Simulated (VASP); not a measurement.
# BaBe4Ag (F-43m) in VASP: a series of runs

Runs on BaBe4Ag. Level: PBE. Tasks: single point, relaxation of cell and atoms.

Program: VASP 6.6.1. These are calculated values, not measurements. Logs are shortened: lines on timing, memory, paths and dates and some standing lists are left out, and cuts for length are marked.

**1. The cell of the first run**

It takes space group F-43m (No. 216, cubic). Conventional cell: a = 6.915 Å, b = 6.915 Å, c = 6.915 Å, α = 90.00°, β = 90.00°, γ = 90.00°. Ba (site symmetry -43m) has 12 Be at 2.87 Å and 4 Ag at 2.99 Å within 3.8 Å. Be (site symmetry 3m) has 6 Be at 2.44 Å and 3 Ba at 2.87 Å and 3 Ag at 2.87 Å within 3.2 Å. Within 3.8 Å of Ag (site symmetry -43m) lie 12 Be at 2.87 Å and 4 Ba at 2.99 Å.

**2. Single point, PBE**

INCAR

```
PREC = Accurate
ENCUT = 520
EDIFF = 1E-6
ISMEAR = 0
SIGMA = 0.1
LREAL = False
LASPH = True
NELM = 80
ALGO = Normal
ISIF = 2
LWAVE = False
LCHARG = False
GGA = PE
NBANDS = 24
```

KPOINTS

```
regular mesh
0
Gamma
  4 4 4
```

POSCAR

```
BaBe4Ag
1.0
    0.0000000000      3.4576166464      3.4576166464
    3.4576166464      0.0000000000      3.4576166464
    3.4576166464      3.4576166464      0.0000000000
Ba Be Ag
1 4 1
Direct
    0.0000000000      0.0000000000      0.0000000000
    0.3750000000      0.8750000000      0.3750000000
    0.3750000000      0.3750000000      0.8750000000
    0.3750000000      0.3750000000      0.3750000000
    0.8750000000      0.3750000000      0.3750000000
    0.7500000000      0.7500000000      0.7500000000
```

Potentials or basis: VASP PAW PBE potentials, release 64 (Ba_sv, Be, Ag).

On the command line:

```console
$ cat potpaw_PBE.64/Ba_sv/POTCAR potpaw_PBE.64/Be/POTCAR potpaw_PBE.64/Ag/POTCAR > POTCAR
$ mpirun -np 1 vasp_std > vasp.out
```

OUTCAR:

```text
PREC = Accurate
   ENCUT = 520
   EDIFF = 1E-6
   ISMEAR = 0
   LREAL = False
   LASPH = True
   NELM = 80
   ISIF = 2
   GGA = PE

 ion  position               nearest neighbor table
   1  0.000  0.000  0.000-   2 2.87   5 2.87   3 2.87   5 2.87   2 2.87   3 2.87   5 2.87   4 2.87
                             2 2.87   4 2.87   3 2.87   4 2.87   6 2.99   6 2.99   6 2.99   6 2.99
   2  0.375  0.875  0.375-   1 2.87   1 2.87   6 2.87   6 2.87   1 2.87   6 2.87
   3  0.375  0.375  0.875-   1 2.87   1 2.87   6 2.87   6 2.87   1 2.87   6 2.87
   4  0.375  0.375  0.375-   1 2.87   1 2.87   1 2.87   6 2.87   6 2.87   6 2.87
   5  0.875  0.375  0.375-   1 2.87   1 2.87   6 2.87   6 2.87   1 2.87   6 2.87
   6  0.750  0.750  0.750-   2 2.87   3 2.87   3 2.87   5 2.87   2 2.87   5 2.87   4 2.87   4 2.87
                             4 2.87   2 2.87   3 2.87   5 2.87   1 2.99   1 2.99   1 2.99   1 2.99

  LATTYP: Found a face centered cubic cell.
 ALAT       =     6.9152332928

  Lattice vectors:

 A1 = (   0.0000000000,   3.4576166464,   3.4576166464)
 A2 = (   3.4576166464,   0.0000000000,   3.4576166464)
 A3 = (   3.4576166464,   3.4576166464,   0.0000000000)

Analysis of symmetry for initial positions (statically):
=====================================================================
 Subroutine PRICEL returns:
 Original cell was already a primitive cell.

 Routine SETGRP: Setting up the symmetry group for a
 face centered cubic supercell.

 Subroutine GETGRP returns: Found 24 space group operations
 (whereof 24 operations were pure point group operations)
 out of a pool of 48 trial point group operations.

The static configuration has the point symmetry T_d .

Analysis of symmetry for dynamics (positions and initial velocities):
=====================================================================
 Subroutine PRICEL returns:
 Original cell was already a primitive cell.

 Routine SETGRP: Setting up the symmetry group for a
 face centered cubic supercell.

 Subroutine GETGRP returns: Found 24 space group operations
 (whereof 24 operations were pure point group operations)
 out of a pool of 48 trial point group operations.

The dynamic configuration has the point symmetry T_d .

 Subroutine INISYM returns: Found 24 space group operations
 (whereof 24 operations are pure point group operations),
 and found     1 'primitive' translations

----------------------------------------------------------------------------------------

                                     Primitive cell

  volume of cell :      82.6724

  direct lattice vectors                    reciprocal lattice vectors
     0.000000000  3.457616646  3.457616646    -0.144608281  0.144608281  0.144608281
     3.457616646  0.000000000  3.457616646     0.144608281 -0.144608281  0.144608281
     3.457616646  3.457616646  0.000000000     0.144608281  0.144608281 -0.144608281

  length of vectors
     4.889808355  4.889808355  4.889808355     0.250468890  0.250468890  0.250468890

  position of ions in fractional coordinates (direct lattice)
     0.000000000  0.000000000  0.000000000
     0.375000000  0.875000000  0.375000000
     0.375000000  0.375000000  0.875000000
     0.375000000  0.375000000  0.375000000
     0.875000000  0.375000000  0.375000000
     0.750000000  0.750000000  0.750000000

  ion indices of the primitive-cell ions
   primitive index   ion index
                 1           1
                 2           2
                 3           3
                 4           4
                 5           5
                 6           6

----------------------------------------------------------------------------------------

 KPOINTS: regular mesh

Automatic generation of k-mesh.
 Grid dimensions read from file:
 generate k-points for:    4    4    4

 Generating k-lattice:

  Cartesian coordinates                     Fractional coordinates (reciprocal lattice)
    -0.036152070  0.036152070  0.036152070     0.250000000  0.000000000  0.000000000
     0.036152070 -0.036152070  0.036152070     0.000000000  0.250000000  0.000000000
     0.036152070  0.036152070 -0.036152070     0.000000000  0.000000000  0.250000000

  Length of vectors
     0.062617223  0.062617223  0.062617223

  Shift w.r.t. Gamma in fractional coordinates (k-lattice)
     0.000000000  0.000000000  0.000000000

 Subroutine IBZKPT returns following result:
 ===========================================

 Found      8 irreducible k-points:

 Following reciprocal coordinates:
            Coordinates               Weight
  0.000000  0.000000  0.000000      1.000000
  0.250000  0.000000  0.000000      8.000000
  0.500000  0.000000  0.000000      4.000000
  0.250000  0.250000  0.000000      6.000000
  0.500000  0.250000  0.000000     24.000000
 -0.250000  0.250000  0.000000     12.000000
  0.500000  0.500000  0.000000      3.000000
 -0.250000  0.500000  0.250000      6.000000
[... 33 lines left out ...]
   ISMEAR =     0;   SIGMA  =   0.10  broadening in eV -4-tet -1-fermi 0-gaus
   EFERMI_NEDOS =   21; number of points for ismear=-14 and -15
   IALGO  =     38    algorithm
   IMIX   =      4    mixing-type and parameters
     AMIX     =   0.40;   BMIX     =  1.00
     AMIX_MAG =   1.60;   BMIX_MAG =  1.00
  volume/ion in A,a.u.               =      13.78        92.98
  Fermi-wavevector in a.u.,A,eV,Ry     =   1.154571  2.181823 18.137032  1.333034
  Thomas-Fermi vector in A             =   2.291206
   LORBIT       =      0    0 simple, 1 ext, 2 COOP (PROOUT), +10 PAW based schemes
   GGA     = PE    functional components
   LHFCALC =     F    Hartree Fock is set to
   AEXX    =    0.0000 exact exchange contribution
   IVDW    =     0    specifies the selected vdW correction
   LEPSILON=     F    determine dielectric tensor
   LRPA    =     F    only Hartree local field effects (RPA)
 non-spin polarized calculation
 Gauss-broadening in eV      SIGMA  =   0.10
  energy-cutoff  :      520.00
  volume of cell :       82.67
 maximum number of plane-waves:      2252
   NGX = 19   NGY = 19   NGZ = 19

 number of electron      29.0000006 magnetization

 Free energy of the ion-electron system (eV)
  ---------------------------------------------------
  ext. energy  EPLUGINS =         0.00000000
  ---------------------------------------------------
  free energy    TOTEN  =       -15.48307347 eV

  energy without entropy =      -15.47233589  energy(sigma->0) =      -15.47770468

 E-fermi :   6.2053     XC(G=0): -10.7067

 val. band max:        6.0969609337   @ k =  -0.2500   0.2500   0.0000
 cond. band min:       6.2382155563   @ k =   0.2500   0.2500   0.0000
 fundamental gap:      0.1412546226
 Fermi energy:         6.2052817932

 k-point     1 :       0.0000    0.0000    0.0000
  band No.  band energies     occupation
      1     -20.8397      2.00000
      2      -6.6015      2.00000
      3      -6.6015      2.00000
      4      -6.6015      2.00000
      5      -1.7661      2.00000
      6       0.4934      2.00000
[... 16 lines left out ...]
     23      13.4668      0.00000
     24      15.5414      0.00000

 k-point     2 :       0.2500    0.0000    0.0000
  band No.  band energies     occupation
      1     -20.8266      2.00000
      2      -6.8865      2.00000
      3      -6.6254      2.00000
      4      -6.6254      2.00000
      5      -0.9442      2.00000
      6       0.4978      2.00000
[... 16 lines left out ...]
     23      11.9896      0.00000
     24      14.8096      0.00000

 k-point     3 :       0.5000    0.0000    0.0000
  band No.  band energies     occupation
      1     -20.8134      2.00000
      2      -7.1265      2.00000
      3      -6.6490      2.00000
      4      -6.6490      2.00000
      5       0.1292      2.00000
      6       0.2207      2.00000
[... 16 lines left out ...]
     23      13.2567      0.00000
     24      13.8979      0.00000
[... 82 lines left out ...]
 k-point     7 :       0.5000    0.5000    0.0000
  band No.  band energies     occupation
      1     -20.8048      2.00000
      2      -7.1193      2.00000
      3      -6.7358      2.00000
      4      -6.7358      2.00000
      5      -0.5230      2.00000
      6       0.1287      2.00000
[... 16 lines left out ...]
     23      11.8074      0.00000
     24      13.8597      0.00000

 k-point     8 :      -0.2500    0.5000    0.2500
  band No.  band energies     occupation
      1     -20.8047      2.00000
      2      -6.9435      2.00000
      3      -6.9284      2.00000
      4      -6.7492      2.00000
      5      -0.4003      2.00000
      6       0.1339      2.00000
[... 16 lines left out ...]
     23      12.9881      0.00000
     24      13.0777      0.00000

------------------------ aborting loop because EDIFF is reached ----------------------------------------

  FORCE on cell =-STRESS in cart. coord.  units (eV):
  Direction    XX          YY          ZZ          XY          YZ          ZX
  --------------------------------------------------------------------------------------
  -------------------------------------------------------------------------------------
  Total        6.7353911      6.7353911      6.7353911     -0.0000000     -0.0000000      0.0000000
  in kB      130.5307659    130.5307659    130.5307659     -0.0000000     -0.0000000      0.0000000
  external PRESSURE =     130.5307659 kB  Pullay stress =       0.0000000 kB

 VOLUME and BASIS-vectors are now :
 -----------------------------------------------------------------------------
  energy-cutoff  :      520.00
  volume of cell :       82.67
      direct lattice vectors                 reciprocal lattice vectors
     0.000000000  3.457616646  3.457616646    -0.144608281  0.144608281  0.144608281
     3.457616646  0.000000000  3.457616646     0.144608281 -0.144608281  0.144608281
     3.457616646  3.457616646  0.000000000     0.144608281  0.144608281 -0.144608281

 POSITION                                       TOTAL-FORCE (eV/Angst)
 -----------------------------------------------------------------------------------
      0.00000      0.00000      0.00000        -0.000000     -0.000000     -0.000000
      4.32202      2.59321      4.32202        -0.303529      0.303529     -0.303529
      4.32202      4.32202      2.59321        -0.303529     -0.303529      0.303529
      2.59321      2.59321      2.59321         0.303529      0.303529      0.303529
      2.59321      4.32202      4.32202         0.303529     -0.303529     -0.303529
      5.18642      5.18642      5.18642        -0.000000     -0.000000     -0.000000
 -----------------------------------------------------------------------------------
    total drift:                                0.000000      0.000000      0.000000

  FREE ENERGIE OF THE ION-ELECTRON SYSTEM (eV)
  ---------------------------------------------------
  free  energy   TOTEN  =       -15.4830734692 eV

  energy  without entropy=      -15.4723358874  energy(sigma->0) =      -15.47770468
```

Run time: 8.2 s. Hardware: 1 thread of Intel Xeon 6975P-C (Granite Rapids), shared host; peak memory 0.21 GiB.

Results:

```
Free energy : -15.4831 eV
Pressure    : 13.1 GPa
```

Caveat: the k points lie up to 0.39 Å⁻¹ apart; spin-orbit coupling is left out, which moves the levels of the heavy elements.

**3. Single point, PBE**

This run uses another cell than the first one, of 15.96 Å³/atom, 1.158 times its volume.

Changes to INCAR since step 2:

```diff
@@ -7,4 +7,4 @@
 LASPH = True
-NELM = 80
-ALGO = Normal
+NELM = 60
+ALGO = Fast
 ISIF = 2
```

KPOINTS is that of step 2.

POSCAR

```
BaBe4Ag
1.0
    0.0000000000      3.6310471232      3.6310471232
    3.6310471232      0.0000000000      3.6310471232
    3.6310471232      3.6310471232      0.0000000000
Ba Be Ag
1 4 1
Direct
    0.0000000000      0.0000000000      0.0000000000
    0.3870833775      0.8387498676      0.3870833775
    0.3870833775      0.3870833775      0.8387498676
    0.3870833775      0.3870833775      0.3870833775
    0.8387498676      0.3870833775      0.3870833775
    0.7500000000      0.7500000000      0.7500000000
```

Potentials or basis: VASP PAW PBE potentials, release 64 (Ba_sv, Be, Ag).

On the command line:

```console
$ cat potpaw_PBE.64/Ba_sv/POTCAR potpaw_PBE.64/Be/POTCAR potpaw_PBE.64/Ag/POTCAR > POTCAR
$ mpirun -np 1 vasp_std > vasp.out
```

Wall time 13 s (1 thread of Intel Xeon 6975P-C (Granite Rapids), shared host); peak memory 0.24 GiB.

The run converged. Its results:

```
Free energy   : -16.1264 eV
Pressure      : 0.9 GPa
Largest force : 0.006 eV/Å
```

Forces in eV/Å, atoms in the order of the input:
```
Ba   0.000  0.000  0.000
Be  -0.003  0.003 -0.003
Be  -0.003 -0.003  0.003
Be   0.003  0.003  0.003
Be   0.003 -0.003 -0.003
Ag   0.000  0.000  0.000
```

Levels at points of the mesh, in eV from the Fermi level:
| k point | band 11 | band 12 | band 13 | band 14 | band 15 | band 16 | band 17 | band 18 |
| --- | --- | --- | --- | --- | --- | --- | --- | --- |
| (0.00, 0.00, 0.00) | -2.90 | -2.02 | -2.02 | -2.02 | -0.08 | -0.08 | 0.55 | 0.55 |
| (0.50, 0.00, 0.00) | -4.69 | -2.40 | -2.23 | -2.23 | 0.68 | 0.68 | 1.64 | 1.93 |
| (0.50, 0.50, 0.00) | -3.78 | -3.33 | -1.66 | -1.66 | -0.98 | 0.61 | 2.24 | 2.37 |

Caveat: the k points lie up to 0.37 Å⁻¹ apart; spin-orbit coupling is left out, which moves the levels of the heavy elements.

**4. Relaxation of cell and atoms, PBE**

INCAR

```
SYSTEM = BaBe4Ag
ALGO = Fast
EDIFF = 1E-6
EDIFFG = -0.04
ENCUT = 600
GGA = PE
IBRION = 2
ISIF = 3
ISMEAR = 0
LASPH = .TRUE.
LCHARG = .FALSE.
LREAL = .FALSE.
LWAVE = .FALSE.
NELM = 100
NSW = 90
PREC = Accurate
SIGMA = 0.1
```

KPOINTS

```
k-points
0
G
  4 4 4
  0 0 0
```

POSCAR

```
BaBe4Ag
1.0
    0.0000000000      3.4576166464      3.4576166464
    3.4576166464      0.0000000000      3.4576166464
    3.4576166464      3.4576166464      0.0000000000
Ba Be Ag
1 4 1
Direct
    0.0000000000      0.0000000000      0.0000000000
    0.3750000000      0.8750000000      0.3750000000
    0.3750000000      0.3750000000      0.8750000000
    0.3750000000      0.3750000000      0.3750000000
    0.8750000000      0.3750000000      0.3750000000
    0.7500000000      0.7500000000      0.7500000000
```

On the command line:

```console
$ cat potpaw_PBE.64/Ba_sv/POTCAR potpaw_PBE.64/Be/POTCAR potpaw_PBE.64/Ag/POTCAR > POTCAR
$ mpirun -np 1 vasp_std > vasp.out
```

It took 78 s on 1 thread of Intel Xeon 6975P-C (Granite Rapids), shared host; peak memory 0.26 GiB.

It converged, with:

* Free energy: -16.1283 eV
* Relaxed volume: 16.20 Å³/atom
* Relaxed cell: a = 5.161 Å, b = 5.161 Å, c = 5.161 Å, α = 60.00°, β = 60.00°, γ = 60.00°
* Space group after relaxing (to 0.05 Å): F-43m (No. 216)
* Energy gained by relaxing: 107.5 meV/atom
* Ionic steps: 10
* Pressure after relaxing: 0.0 GPa

The path:
| step | energy change (eV) | largest force (eV/Å) | pressure (GPa) | volume (Å³) |
| --- | --- | --- | --- | --- |
| 1 | 0.0000 | 0.5260 | 13.09 | 82.67 |
| 2 | -0.5282 | 0.3482 | -0.41 | 96.89 |
| 3 | -0.5282 | 0.3485 | -0.33 | 96.81 |
| 4 | -0.5522 | 0.3362 | -0.25 | 96.64 |
| 5 | -0.6134 | 0.2314 | 0.19 | 96.12 |
| 6 | -0.6127 | 0.2511 | 2.01 | 95.10 |
| 7 | -0.6394 | 0.0538 | 0.83 | 95.67 |
| 8 | -0.6401 | 0.0101 | 0.98 | 95.58 |
| 9 | -0.6423 | 0.0190 | -0.64 | 98.45 |
| 10 | -0.6451 | 0.0084 | 0.03 | 97.20 |

Final structure:
```cif
data_structure
_symmetry_space_group_name_H-M 'P 1'
_symmetry_Int_Tables_number 1
_cell_length_a 5.1610
_cell_length_b 5.1610
_cell_length_c 5.1610
_cell_angle_alpha 60.000
_cell_angle_beta 60.000
_cell_angle_gamma 60.000
_cell_volume 97.20
loop_
_atom_site_label
_atom_site_type_symbol
_atom_site_fract_x
_atom_site_fract_y
_atom_site_fract_z
_atom_site_occupancy
Ba1 Ba 0.00000 0.00000 0.00000 1
Be1 Be 0.38776 0.83673 0.38776 1
Be2 Be 0.38776 0.38776 0.83673 1
Be3 Be 0.38776 0.38776 0.38776 1
Be4 Be 0.83673 0.38776 0.38776 1
Ag1 Ag 0.75000 0.75000 0.75000 1
```

Levels at points of the mesh, in eV from the Fermi level:
| k point | band 11 | band 12 | band 13 | band 14 | band 15 | band 16 | band 17 | band 18 |
| --- | --- | --- | --- | --- | --- | --- | --- | --- |
| (0.00, 0.00, 0.00) | -2.88 | -1.99 | -1.99 | -1.99 | -0.09 | -0.09 | 0.48 | 0.48 |
| (0.50, 0.00, 0.00) | -4.70 | -2.39 | -2.23 | -2.23 | 0.66 | 0.66 | 1.59 | 1.91 |
| (0.50, 0.50, 0.00) | -3.79 | -3.29 | -1.71 | -1.71 | -1.00 | 0.60 | 2.36 | 2.36 |

Caveat: the k points lie up to 0.37 Å⁻¹ apart in the final cell; the volume moved by over 15 % at a fixed basis, so the end points are rough; spin-orbit coupling is left out, which moves the levels of the heavy elements.

**5. Single point, PBE**

This run uses another cell than the first one, of 16.12 Å³/atom, 1.170 times its volume.

INCAR

```
SYSTEM = BaBe4Ag
PREC = Accurate
ENCUT = 520
EDIFF = 1E-7
ISMEAR = 0
SIGMA = 0.1
LREAL = .False.
LASPH = .True.
NELM = 60
ALGO = Fast
ISIF = 2
LWAVE = .False.
LCHARG = .False.
GGA = PE
NBANDS = 24
```

KPOINTS

```
regular mesh
0
Gamma
  10 10 10
  0 0 0
```

POSCAR

```
BaBe4Ag
1.0
    0.0000000000      3.6429905990      3.6429905990
    3.6429905990      0.0000000000      3.6429905990
    3.6429905990      3.6429905990      0.0000000000
Ba Be Ag
1 4 1
Direct
    0.0000000000      0.0000000000      0.0000000000
    0.1675554464      0.6108148512      0.6108148512
    0.6108148512      0.6108148512      0.6108148512
    0.6108148512      0.1675554464      0.6108148512
    0.6108148512      0.6108148512      0.1675554464
    0.2500000000      0.2500000000      0.2500000000
```

On the command line:

```console
$ cat potpaw_PBE.64/Ba_sv/POTCAR potpaw_PBE.64/Be/POTCAR potpaw_PBE.64/Ag/POTCAR > POTCAR
$ mpirun -np 1 vasp_std > vasp.out
```

Run time: 86 s. Hardware: 1 thread of Intel Xeon 6975P-C (Granite Rapids), shared host; peak memory 0.32 GiB.

The run converged. Its results:

```
Free energy   : -16.1388 eV
Pressure      : 0.6 GPa
Largest force : 0.008 eV/Å
```

Forces on the atoms (eV/Å):
```
Ba   0.000  0.000  0.000
Be  -0.005  0.005  0.005
Be  -0.005 -0.005 -0.005
Be   0.005 -0.005  0.005
Be   0.005  0.005 -0.005
Ag   0.000  0.000  0.000
```

Levels at points of the mesh, in eV from the Fermi level:
| k point | band 13 | band 14 | band 15 | band 16 | band 17 | band 18 |
| --- | --- | --- | --- | --- | --- | --- |
| (0.00, 0.00, 0.00) | -1.96 | -1.96 | -0.06 | -0.06 | 0.49 | 0.49 |
| (0.50, 0.00, 0.00) | -2.23 | -2.23 | 0.74 | 0.74 | 1.63 | 1.96 |
| (0.50, 0.50, 0.00) | -1.69 | -1.69 | -0.97 | 0.60 | 2.13 | 2.43 |

Caveat: spin-orbit coupling is left out, which moves the levels of the heavy elements.

**6. The runs side by side**

| task | cell | k mesh | cutoff (eV) | gap on the mesh (eV) | pressure (GPa) | largest force (eV/Å) |
| --- | --- | --- | --- | --- | --- | --- |
| single point | a = 4.890 Å, angles 60.0°, 6 atoms | 4 × 4 × 4 | 520 | none | 13.1 | - |
| single point | a = 5.135 Å, angles 60.0°, 6 atoms | 4 × 4 × 4 | 520 | none | 0.9 | 0.01 |
| relaxation of cell and atoms | relaxed from a = 4.890 Å, angles 60.0°, 6 atoms | 4 × 4 × 4 | 600 | none | 0.0 | - |
| single point | a = 5.152 Å, angles 60.0°, 6 atoms | 10 × 10 × 10 | 520 | none | 0.6 | 0.01 |

Alike in all rows: level PBE; potentials or basis VASP PAW PBE potentials, release 64 (Ba_sv, Be, Ag); no spin polarisation; smearing gaussian 0.1 eV.

Caveats: some runs use coarse meshes; spin-orbit coupling is left out, which moves the levels of the heavy elements; the volume moved by over 15 % at a fixed basis, so the end points are rough (some runs).

Total energies depend on the potentials used, so only differences within one code and one set of settings carry meaning.
